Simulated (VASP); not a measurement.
Write the native input for VASP 6.6.1 that does the following.

```yaml
Task: single point
Functional: PBE
Potentials_or_basis: VASP PAW PBE potentials, release 64 (Ni)
Cutoff: 520 eV
k_mesh: 25 × 25 × 24
Occupations: fermi-dirac, width 0.1 eV
Spin: no spin polarisation
Dipole_correction: no
Further_INCAR_settings: ALGO = Normal; EDIFF = 1e-06; NBANDS = 17
```

The structure of Ni lies in POSCAR:

```
Ni
1.0
   -2.9467681740      2.9471191272      1.2170874305
    2.9471191272     -2.9467681740      1.2170874305
    1.5342682205      1.5342682205     -1.2164446592
Ni
2
Direct
    0.0000238181      0.9999761819      0.0000000000
    0.7499761819      0.2500238181      0.5000000000
```

One way to write it, as run:

INCAR

```
PREC = Accurate
ENCUT = 520
EDIFF = 1E-6
ISMEAR = -1
SIGMA = 0.1
LREAL = False
LASPH = True
NELM = 60
ALGO = Normal
ISIF = 2
LWAVE = False
LCHARG = True
GGA = PE
LELF = True
LVHAR = True
NBANDS = 17
```

KPOINTS

```
regular mesh
0
Gamma
  25 25 24
```

Potentials or basis: VASP PAW PBE potentials, release 64 (Ni).

Launch:

```console
$ cat potpaw_PBE.64/Ni/POTCAR > POTCAR
$ mpirun -np 1 vasp_std > vasp.out
```

Results of the run:

```yaml
Pressure: 0.0 GPa
Band_gap_on_the_k_mesh: zero (bands 10 and 11 overlap by 0.74 eV)
```

Caveat: the run has no spin polarisation, though such a crystal can be magnetic.

It took 42 min on 1 thread of Oxide Virtual Turin-like Processor, on a shared host, peak memory 1.2 GiB.
